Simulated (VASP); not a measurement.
Here is a VASP 6.6.1 calculation.

File INCAR:

```
ALGO = Normal
EDIFF = 1E-7
EDIFFG = -0.03
ENCUT = 520
GGA = CA
IBRION = 2
ISIF = 2
ISMEAR = 0
LASPH = True
LCHARG = False
LREAL = Auto
LWAVE = False
NELM = 100
NSW = 80
PREC = Accurate
SIGMA = 0.05
```

KPOINTS

```
k-points
0
Gamma
  2 2 2
```

POSCAR

```
Si
1.0
    0.0000000000      5.4300000000      5.4300000000
    5.4300000000      0.0000000000      5.4300000000
    5.4300000000      5.4300000000      0.0000000000
Si
17
Direct
    0.0000000000      0.0000000000      0.0000000000
    0.1250000000      0.1250000000      0.1250000000
    0.0000000000      0.0000000000      0.5000000000
    0.1250000000      0.1250000000      0.6250000000
    0.0000000000      0.5000000000      0.0000000000
    0.1250000000      0.6250000000      0.1250000000
    0.0000000000      0.5000000000      0.5000000000
    0.1250000000      0.6250000000      0.6250000000
    0.5000000000      0.0000000000      0.0000000000
    0.6250000000      0.1250000000      0.1250000000
    0.5000000000      0.0000000000      0.5000000000
    0.6250000000      0.1250000000      0.6250000000
    0.5000000000      0.5000000000      0.0000000000
    0.6250000000      0.6250000000      0.1250000000
    0.5000000000      0.5000000000      0.5000000000
    0.6250000000      0.6250000000      0.6250000000
    0.7490360800      0.7466566100      0.7529129900
```

Potentials or basis: VASP PAW LDA potentials, release 64 (Si).

Command:

```sh
$ cat potpaw_LDA.64/Si/POTCAR > POTCAR
$ mpirun -np 1 vasp_std > vasp.out
```

**Question.** Predict the band gap on the k mesh.

**Answer.** Zero (bands 34 and 35 overlap by 0.24 eV).

**Question.** Estimate the energy gained by relaxing.

**Answer.** 6.2 meV/atom.

Final structure:
```
Si
1.0
     0.00000    5.43000    5.43000
     5.43000    0.00000    5.43000
     5.43000    5.43000    0.00000
Si
17
Direct
  0.00001 0.00003 0.99998
  0.12453 0.12447 0.12460
  0.00303 0.00298 0.49700
  0.12455 0.12450 0.62636
  0.00305 0.49689 0.00313
  0.12446 0.62649 0.12454
  0.00305 0.49690 0.49696
  0.13062 0.62318 0.62309
  0.49693 0.00299 0.00312
  0.62644 0.12444 0.12457
  0.49694 0.00299 0.49698
  0.62335 0.13004 0.62330
  0.49688 0.49686 0.00314
  0.62281 0.62285 0.13156
  0.49978 0.49923 0.50067
  0.62294 0.62298 0.62289
  0.74967 0.74883 0.75100
```

Caveat: the k points lie up to 0.50 Å⁻¹ apart.
